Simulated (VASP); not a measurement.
# Lu2Si2O (P4/mmm) in VASP: notebook

The runs below take Lu2Si2O through single point, relaxation of cell and atoms, with PBE.

All numbers are computed with VASP 6.6.1; they aren't measurements. Logs are shortened: lines on timing, memory, paths and dates and some standing lists are left out, and cuts for length are marked.

## 1. The cell of the first run

The structure is tetragonal, space group P4/mmm (No. 123). The conventional cell has a = 3.002 Å, b = 3.002 Å, c = 9.221 Å, α = 90.00°, β = 90.00°, γ = 90.00°. Within 3.5 Å of Lu (site symmetry 4mm) lie 4 O at 2.63 Å and 4 Si at 2.84 Å and 5 Lu at 3.00 to 3.09 Å. Within 3.1 Å of Si (site symmetry 4mm) lie 5 Si at 2.35 to 3.00 Å and 4 Lu at 2.84 Å. O (site symmetry 4/mmm) has 8 Lu at 2.63 Å and 4 O at 3.00 Å and 2 Si at 3.44 Å within 3.5 Å.

The cell was generated, and may not be a known phase.

## 2. Single point, PBE

Input file INCAR:

```
  PREC = Accurate
  ENCUT = 520
  EDIFF = 1E-6
  ISMEAR = 0
  SIGMA = 0.1
  LREAL = F
  LASPH = T
  NELM = 80
  ALGO = Normal
  ISIF = 2
  LWAVE = F
  LCHARG = F
  GGA = PE
  NBANDS = 40
```

Input file KPOINTS:

```
Automatic mesh
0
Gamma
  12 12 4
```

Input file POSCAR:

```
Lu2Si2O
1.0
    3.0017434818      0.0000000000      0.0000000000
    0.0000000000      3.0017434818      0.0000000000
    0.0000000000      0.0000000000      9.2211434164
Lu Si O
2 2 1
Direct
    0.5000000000      0.5000000000      0.1676008557
    0.5000000000      0.5000000000      0.8323991443
    0.0000000000      0.0000000000      0.3726556848
    0.0000000000      0.0000000000      0.6273443152
    0.0000000000      0.0000000000      0.0000000000
```

Potentials or basis: VASP PAW PBE potentials, release 64 (Lu, Si, O).

The run is started by

```sh
$ cat potpaw_PBE.64/Lu/POTCAR potpaw_PBE.64/Si/POTCAR potpaw_PBE.64/O/POTCAR > POTCAR
$ mpirun -np 1 vasp_std > vasp.out
```

OUTCAR:

```text
PREC = Accurate
   ENCUT = 520
   EDIFF = 1E-6
   ISMEAR = 0
   LREAL = F
   LASPH = T
   NELM = 80
   ISIF = 2
   GGA = PE

 ion  position               nearest neighbor table
   1  0.500  0.500  0.168-   5 2.63   5 2.63   5 2.63   5 2.63   3 2.84   3 2.84   3 2.84   3 2.84
                             2 3.09
   2  0.500  0.500  0.832-   5 2.63   5 2.63   5 2.63   5 2.63   4 2.84   4 2.84   4 2.84   4 2.84
                             1 3.09
   3  0.000  0.000  0.373-   4 2.35   1 2.84   1 2.84   1 2.84   1 2.84
   4  0.000  0.000  0.627-   3 2.35   2 2.84   2 2.84   2 2.84   2 2.84
   5  0.000  0.000  0.000-   1 2.63   2 2.63   1 2.63   2 2.63   1 2.63   2 2.63   1 2.63   2 2.63

  LATTYP: Found a simple tetragonal cell.
 ALAT       =     3.0017434818
 C/A-ratio  =     3.0719291879

  Lattice vectors:

 A1 = (   3.0017434818,   0.0000000000,   0.0000000000)
 A2 = (   0.0000000000,   3.0017434818,   0.0000000000)
 A3 = (   0.0000000000,   0.0000000000,   9.2211434164)

Analysis of symmetry for initial positions (statically):
=====================================================================
 Subroutine PRICEL returns:
 Original cell was already a primitive cell.

 Routine SETGRP: Setting up the symmetry group for a
 simple tetragonal supercell.

 Subroutine GETGRP returns: Found 16 space group operations
 (whereof 16 operations were pure point group operations)
 out of a pool of 16 trial point group operations.

The static configuration has the point symmetry D_4h.

Analysis of symmetry for dynamics (positions and initial velocities):
=====================================================================
 Subroutine PRICEL returns:
 Original cell was already a primitive cell.

 Routine SETGRP: Setting up the symmetry group for a
 simple tetragonal supercell.

 Subroutine GETGRP returns: Found 16 space group operations
 (whereof 16 operations were pure point group operations)
 out of a pool of 16 trial point group operations.

The dynamic configuration has the point symmetry D_4h.

 Subroutine INISYM returns: Found 16 space group operations
 (whereof 16 operations are pure point group operations),
 and found     1 'primitive' translations

----------------------------------------------------------------------------------------

                                     Primitive cell

  volume of cell :      83.0868

  direct lattice vectors                    reciprocal lattice vectors
     3.001743482  0.000000000  0.000000000     0.333139726  0.000000000  0.000000000
     0.000000000  3.001743482  0.000000000     0.000000000  0.333139726  0.000000000
     0.000000000  0.000000000  9.221143416     0.000000000  0.000000000  0.108446421

  length of vectors
     3.001743482  3.001743482  9.221143416     0.333139726  0.333139726  0.108446421

  position of ions in fractional coordinates (direct lattice)
     0.500000000  0.500000000  0.167600856
     0.500000000  0.500000000  0.832399144
     0.000000000  0.000000000  0.372655685
     0.000000000  0.000000000  0.627344315
     0.000000000  0.000000000  0.000000000

  ion indices of the primitive-cell ions
   primitive index   ion index
                 1           1
                 2           2
                 3           3
                 4           4
                 5           5

----------------------------------------------------------------------------------------

 KPOINTS: Automatic mesh

Automatic generation of k-mesh.
 Grid dimensions read from file:
 generate k-points for:   12   12    4

 Generating k-lattice:

  Cartesian coordinates                     Fractional coordinates (reciprocal lattice)
     0.027761644  0.000000000  0.000000000     0.083333333  0.000000000  0.000000000
     0.000000000  0.027761644  0.000000000     0.000000000  0.083333333  0.000000000
     0.000000000  0.000000000  0.027111605     0.000000000  0.000000000  0.250000000

  Length of vectors
     0.027761644  0.027761644  0.027111605

  Shift w.r.t. Gamma in fractional coordinates (k-lattice)
     0.000000000  0.000000000  0.000000000
[... 48 lines left out ...]

 E-fermi :   5.7027     XC(G=0): -11.4881

 val. band max:        5.6834709381   @ k =   0.3333   0.0833   0.2500
 cond. band min:       5.7142636753   @ k =   0.5000   0.0000   0.0000
 fundamental gap:      0.0307927372
 Fermi energy:         5.7027181883

 k-point     1 :       0.0000    0.0000    0.0000
  band No.  band energies     occupation
      1     -50.5710      2.00000
      2     -50.5481      2.00000
      3     -21.6895      2.00000
      4     -21.2246      2.00000
      5     -20.8473      2.00000
      6     -20.8473      2.00000
[... 32 lines left out ...]
     39      11.5537      0.00000
     40      12.0425      0.00000

 k-point     2 :       0.0833    0.0000    0.0000
  band No.  band energies     occupation
      1     -50.5668      2.00000
      2     -50.5440      2.00000
      3     -21.6764      2.00000
      4     -21.2163      2.00000
      5     -20.9244      2.00000
      6     -20.8786      2.00000
[... 32 lines left out ...]
     39      11.5355      0.00000
     40      11.7688      0.00000

 k-point     3 :       0.1667    0.0000    0.0000
  band No.  band energies     occupation
      1     -50.5555      2.00000
      2     -50.5328      2.00000
      3     -21.6406      2.00000
      4     -21.1943      2.00000
      5     -21.1291      2.00000
      6     -21.0676      2.00000
[... 32 lines left out ...]
     39      11.3983      0.00000
     40      11.6075      0.00000

 k-point     4 :       0.2500    0.0000    0.0000
  band No.  band energies     occupation
      1     -50.5399      2.00000
      2     -50.5175      2.00000
      3     -21.5929      2.00000
      4     -21.3942      2.00000
      5     -21.3202      2.00000
      6     -21.1601      2.00000
[... 32 lines left out ...]
     39      11.1559      0.00000
     40      11.1712      0.00000
[... 772 lines left out ...]
     39       9.4146      0.00000
     40       9.9807      0.00000

 k-point    23 :       0.3333    0.3333    0.0000
  band No.  band energies     occupation
      1     -50.4787      2.00000
      2     -50.4571      2.00000
      3     -21.5447      2.00000
      4     -21.4932      2.00000
      5     -21.4678      2.00000
      6     -21.4368      2.00000
[... 32 lines left out ...]
     39      10.0647      0.00000
     40      10.4513      0.00000

 k-point    24 :       0.4167    0.3333    0.0000
  band No.  band energies     occupation
      1     -50.4675      2.00000
      2     -50.4460      2.00000
      3     -21.6876      2.00000
      4     -21.6150      2.00000
      5     -21.4833      2.00000
      6     -21.4254      2.00000
[... 32 lines left out ...]
     39      10.0897      0.00000
     40      10.6705      0.00000

 [... further k-points ...]

------------------------ aborting loop because EDIFF is reached ----------------------------------------

  FORCE on cell =-STRESS in cart. coord.  units (eV):
  Direction    XX          YY          ZZ          XY          YZ          ZX
  --------------------------------------------------------------------------------------
  -------------------------------------------------------------------------------------
  Total        0.1803813      0.1803813      0.1069835      0.0000000      0.0000000      0.0000000
  in kB        3.4783253      3.4783253      2.0629825      0.0000000      0.0000000      0.0000000
  external PRESSURE =       3.0065443 kB  Pullay stress =       0.0000000 kB

 VOLUME and BASIS-vectors are now :
 -----------------------------------------------------------------------------
  energy-cutoff  :      520.00
  volume of cell :       83.09
      direct lattice vectors                 reciprocal lattice vectors
     3.001743482  0.000000000  0.000000000     0.333139726  0.000000000  0.000000000
     0.000000000  3.001743482  0.000000000     0.000000000  0.333139726  0.000000000
     0.000000000  0.000000000  9.221143416     0.000000000  0.000000000  0.108446421

 POSITION                                       TOTAL-FORCE (eV/Angst)
 -----------------------------------------------------------------------------------
      1.50087      1.50087      1.54547        -0.000000      0.000000      0.001703
      1.50087      1.50087      7.67567         0.000000      0.000000     -0.001703
      0.00000      0.00000      3.43631         0.000000     -0.000000      0.037116
      0.00000      0.00000      5.78483         0.000000     -0.000000     -0.037116
      0.00000      0.00000      0.00000         0.000000     -0.000000      0.000000
 -----------------------------------------------------------------------------------
    total drift:                                0.000000     -0.000000      0.000000

  FREE ENERGIE OF THE ION-ELECTRON SYSTEM (eV)
  ---------------------------------------------------
  free  energy   TOTEN  =       -29.0629663657 eV

  energy  without entropy=      -29.0515584309  energy(sigma->0) =      -29.05726240
```

Wall time 2.1 min (1 thread of Intel Xeon 6975P-C (Granite Rapids), shared host); peak memory 0.38 GiB.

Results:

```
Free energy            : -29.0630 eV
Pressure               : 0.3 GPa
Largest force          : 0.037 eV/Å
Band gap on the k mesh : zero (bands 32 and 33 overlap by 2.83 eV)
```

Forces in eV/Å, atoms in the order of the input:
```
Lu   0.000  0.000  0.002
Lu   0.000  0.000 -0.002
Si   0.000  0.000  0.037
Si   0.000  0.000 -0.037
O    0.000  0.000  0.000
```

Stress tensor (GPa, compression positive):
```
0.35 0.00 0.00
0.00 0.35 0.00
0.00 0.00 0.21
```

Caveat: spin-orbit coupling is left out, which moves the levels of the heavy elements.

## 3. Relaxation of cell and atoms, PBE

This run uses another cell than the first one, of 16.81 Å³/atom.

Input file INCAR:

```
ALGO = Normal
EDIFF = 1E-6
EDIFFG = -0.04
ENCUT = 600
GGA = PE
IBRION = 2
ISIF = 3
ISMEAR = 0
LASPH = True
LCHARG = False
LREAL = False
LWAVE = False
NELM = 60
NSW = 90
PREC = Accurate
SIGMA = 0.1
```

Input file KPOINTS:

```
k-points
0
Gamma
  6 6 2
```

Input file POSCAR:

```
Lu2Si2O
1.0
    3.0419903832      0.0000000000      0.0000000000
    0.0000000000      3.0419903832      0.0000000000
    0.0000000000      0.0000000000      9.0817681160
Lu Si O
2 2 1
Direct
    0.5000000000      0.5000000000      0.1702077687
    0.5000000000      0.5000000000      0.8297922313
    0.0000000000      0.0000000000      0.3733604662
    0.0000000000      0.0000000000      0.6266395338
    0.0000000000      0.0000000000      0.0000000000
```

Potentials or basis: VASP PAW PBE potentials, release 64 (Lu, Si, O).

The run is started by

```sh
$ cat potpaw_PBE.64/Lu/POTCAR potpaw_PBE.64/Si/POTCAR potpaw_PBE.64/O/POTCAR > POTCAR
$ mpirun -np 1 vasp_std > vasp.out
```

Wall time 5.5 min (1 thread of Intel Xeon 6975P-C (Granite Rapids), shared host); peak memory 0.26 GiB.

Results (log left out):

| Quantity | Value |
| --- | --- |
| Free energy | -29.0333 eV |
| Relaxed volume | 16.60 Å³/atom |
| Relaxed cell | a = 2.985 Å, b = 2.985 Å, c = 9.313 Å, α = 90.00°, β = 90.00°, γ = 90.00° |
| Space group after relaxing (to 0.1 Å) | P4/mmm (No. 123) |
| Energy gained by relaxing | 9.2 meV/atom |
| Ionic steps | 11 |
| Pressure after relaxing | -0.1 GPa |
| Largest force after relaxing | 0.012 eV/Å |
| Band gap on the k mesh | zero (bands 32 and 33 overlap by 2.91 eV) |

Forces on the atoms (eV/Å):
```
Lu   0.000  0.000  0.012
Lu   0.000  0.000 -0.012
Si   0.000  0.000 -0.005
Si   0.000  0.000  0.005
O    0.000  0.000  0.000
```

Stress tensor (GPa, compression positive):
```
-0.09  0.00  0.00
 0.00 -0.09  0.00
 0.00  0.00  0.00
```

The path:
```tsv
step	energy change (eV)	largest force (eV/Å)	pressure (GPa)	volume (Å³)
1	0.0000	0.2929	0.20	84.04
2	-0.0273	0.1735	-0.71	84.29
3	-0.0297	0.2797	-1.75	84.63
4	-0.0358	0.1516	-1.41	84.47
5	-0.0433	0.1996	0.42	82.53
6	-0.0442	0.1841	0.09	83.01
7	-0.0442	0.1816	-0.07	83.10
8	-0.0442	0.1826	-0.07	83.07
9	-0.0459	0.0494	-0.09	82.96
10	-0.0459	0.0439	0.04	82.97
11	-0.0461	0.0124	-0.06	83.00
```

Final structure:
```cif
data_structure
_symmetry_space_group_name_H-M 'P 1'
_symmetry_Int_Tables_number 1
_cell_length_a 2.9853
_cell_length_b 2.9853
_cell_length_c 9.3132
_cell_angle_alpha 90.000
_cell_angle_beta 90.000
_cell_angle_gamma 90.000
_cell_volume 83.00
loop_
_atom_site_label
_atom_site_type_symbol
_atom_site_fract_x
_atom_site_fract_y
_atom_site_fract_z
_atom_site_occupancy
Lu1 Lu 0.50000 0.50000 0.16666 1
Lu2 Lu 0.50000 0.50000 0.83334 1
Si1 Si 0.00000 0.00000 0.37279 1
Si2 Si 0.00000 0.00000 0.62721 1
O1 O 0.00000 0.00000 0.00000 1
```

Levels at points of the mesh, in eV from the Fermi level:
```
           k point  band 30  band 31  band 32  band 33  band 34  band 35
(0.00, 0.00, 0.00)    -0.88    -0.44    -0.37    -0.08     2.24     2.84
(0.50, 0.00, 0.00)    -3.53    -2.81    -0.01     0.13     2.65     2.93
(0.50, 0.50, 0.00)    -2.69    -2.46    -2.06    -2.06     0.10     2.65
(0.00, 0.00, 0.50)    -2.23    -0.87    -0.45     1.30     1.54     2.86
(0.50, 0.00, 0.50)    -3.11    -2.72    -0.73     0.31     2.31     3.03
(0.50, 0.50, 0.50)    -3.28    -1.80    -1.80    -0.94     0.54     1.30
```

Caveat: spin-orbit coupling is left out, which moves the levels of the heavy elements.

## 4. Relaxation of cell and atoms, PBE

This run uses another cell than the first one, of 20.65 Å³/atom.

Input file INCAR:

```
PREC = Accurate
ENCUT = 600
EDIFF = 1E-6
ISMEAR = 0
SIGMA = 0.1
LREAL = F
LASPH = T
NELM = 60
ALGO = Normal
ISIF = 3
LWAVE = F
LCHARG = F
GGA = PE
IBRION = 2
NSW = 90
EDIFFG = -0.04
```

Input file KPOINTS:

```
regular mesh
0
Gamma
  4 4 4
```

Input file POSCAR:

```
Lu2Si2O
1.0
    3.8781673500      0.0000000000      0.0000000000
    0.0000000000      3.8781673500      0.0000000000
    0.0000000000      0.0000000000      6.8634950200
Lu Si O
2 2 1
Direct
    0.5000000000      0.5000000000      0.2160526700
    0.5000000000      0.5000000000      0.7839473300
    0.0000000000      0.0000000000      0.3854227300
    0.0000000000      0.0000000000      0.6145772700
    0.0000000000      0.0000000000      0.0000000000
```

The run is started by

```sh
$ cat potpaw_PBE.64/Lu/POTCAR potpaw_PBE.64/Si/POTCAR potpaw_PBE.64/O/POTCAR > POTCAR
$ mpirun -np 1 vasp_std > vasp.out
```

Wall time 27 min (1 thread of Intel Xeon 6975P-C (Granite Rapids), shared host); peak memory 0.3 GiB.

The run converged. Its results:

```
Free energy                           : -27.9082 eV
Relaxed volume                        : 20.36 Å³/atom
Relaxed cell                          : a = 3.184 Å, b = 3.184 Å, c = 10.042 Å, α = 90.00°, β = 90.00°, γ = 90.00°
Space group after relaxing (to 0.1 Å) : P4/mmm (No. 123)
Energy gained by relaxing             : 2050.5 meV/atom
Ionic steps                           : 37
Pressure after relaxing               : 0.1 GPa
Largest force after relaxing          : 0.037 eV/Å
Band gap on the k mesh                : zero (bands 32 and 33 overlap by 0.97 eV)
```

Forces in eV/Å, atoms in the order of the input:
```
Lu   0.000  0.000 -0.013
Lu   0.000  0.000  0.013
Si   0.000  0.000 -0.037
Si   0.000  0.000  0.037
O    0.000  0.000  0.000
```

Stress tensor (GPa, compression positive):
```
 0.11  0.00  0.00
 0.00  0.11  0.00
 0.00  0.00 -0.04
```

The path:
```csv
step,energy change (eV),largest force (eV/Å),pressure (GPa),volume (Å³)
1,0.0000,32.8203,20.78,103.23
2,-7.3393,2.3733,10.07,136.65
3,-7.3335,2.4153,9.98,137.00
4,-7.4142,2.2034,-7.27,174.57
5,-7.9949,1.1990,-1.37,154.91
6,-7.9952,1.2770,-0.35,153.59
7,-8.1526,1.0345,-0.69,156.28
8,-8.1544,1.0620,-0.71,156.03
9,-8.3461,0.8732,-1.88,155.15
10,-8.6859,0.4343,-5.09,152.81
11,-8.5748,1.0503,-10.12,148.18
12,-8.7932,0.3948,-7.28,151.03
13,-8.8698,0.4984,-7.28,149.13
14,-9.0825,0.8464,-6.89,143.53
15,-9.4236,1.6544,-6.53,132.76
16,-9.5407,3.5220,-2.58,112.84
17,-9.6171,2.4348,-5.41,123.73
18,-9.6470,2.8436,-4.54,119.39
19,-9.9141,1.6105,-4.53,113.63
20,-10.0705,1.2182,-3.77,106.15
21,-10.0725,1.2313,-3.66,105.40
22,-10.1504,0.9557,-1.78,103.29
23,-10.1860,0.5155,1.65,100.22
24,-10.2157,0.4367,1.54,99.68
25,-10.2158,0.3948,1.66,99.70
26,-10.2312,0.4159,0.34,100.85
27,-10.2357,0.4330,-0.70,101.92
28,-10.2440,0.2507,-0.31,102.12
29,-10.2442,0.2571,-0.28,102.16
30,-10.2489,0.1640,-0.18,101.97
31,-10.2521,0.0104,0.25,101.62
32,-10.2522,0.0044,0.33,101.64
33,-10.2513,0.0799,0.21,101.81
34,-10.2522,0.0081,0.19,101.65
35,-10.2523,0.0611,0.05,101.88
36,-10.2523,0.0454,0.03,101.83
37,-10.2523,0.0371,0.06,101.80
```

Final structure:
```
CELL_PARAMETERS angstrom
3.18401 0.00000 0.00000
0.00000 3.18401 0.00000
0.00000 0.00000 10.04177
ATOMIC_POSITIONS crystal
Lu 0.50000 0.50000 0.33005
Lu 0.50000 0.50000 0.66995
Si 0.00000 0.00000 0.16353
Si 0.00000 0.00000 0.83647
O 0.00000 0.00000 0.00000
```

Levels at points of the mesh, in eV from the Fermi level:
```
           k point  band 30  band 31  band 32  band 33  band 34  band 35
(0.00, 0.00, 0.00)    -0.84    -0.56    -0.07     0.17     2.69     2.69
(0.50, 0.00, 0.00)    -2.77    -0.85     0.80     1.13     1.30     2.46
(0.50, 0.50, 0.00)    -2.07    -1.25    -1.25     0.88     1.54     2.15
(0.00, 0.00, 0.50)    -1.84    -0.21    -0.07     0.16     2.46     2.46
(0.50, 0.00, 0.50)    -2.29    -0.85     0.28     1.31     1.43     2.29
(0.50, 0.50, 0.50)    -2.21    -1.02    -1.02     1.04     1.90     1.90
```

Caveat: the k points lie up to 0.49 Å⁻¹ apart in the final cell, too coarse for converged energies and pressures of a metal; a cell axis changed by over 15 % at a fixed basis, so the end point is rough; spin-orbit coupling is left out, which moves the levels of the heavy elements.

## 5. Overview

| task | cell | k mesh | cutoff (eV) | gap on the mesh (eV) | pressure (GPa) | relaxed volume (Å³/atom) | largest force (eV/Å) |
| --- | --- | --- | --- | --- | --- | --- | --- |
| single point | a = 3.002, b = 3.002, c = 9.221 Å, 5 atoms, atomic positions A | 12 × 12 × 4 | 520 | none | 0.3 | - | 0.04 |
| relaxation of cell and atoms | relaxed from a = 3.042, b = 3.042, c = 9.082 Å, 5 atoms, atomic positions B | 6 × 6 × 2 | 600 | none | -0.1 | 16.60 | 0.01 |
| relaxation of cell and atoms | relaxed from a = 3.878, b = 3.878, c = 6.863 Å, 5 atoms, atomic positions C | 4 × 4 × 4 | 600 | none | 0.1 | 20.36 | 0.04 |

Alike in all rows: level PBE; potentials or basis VASP PAW PBE potentials, release 64 (Lu, Si, O); no spin polarisation; smearing gaussian 0.1 eV.

Caveats: some runs use coarse meshes; spin-orbit coupling is left out, which moves the levels of the heavy elements; a cell axis changed by over 15 % at a fixed basis, so the end point is rough (at least some runs).

Total energies depend on the potentials used, so only differences within one code and one set of settings carry meaning.

The gap in the log of VASP goes by the Fermi energy; the results here count the filled bands.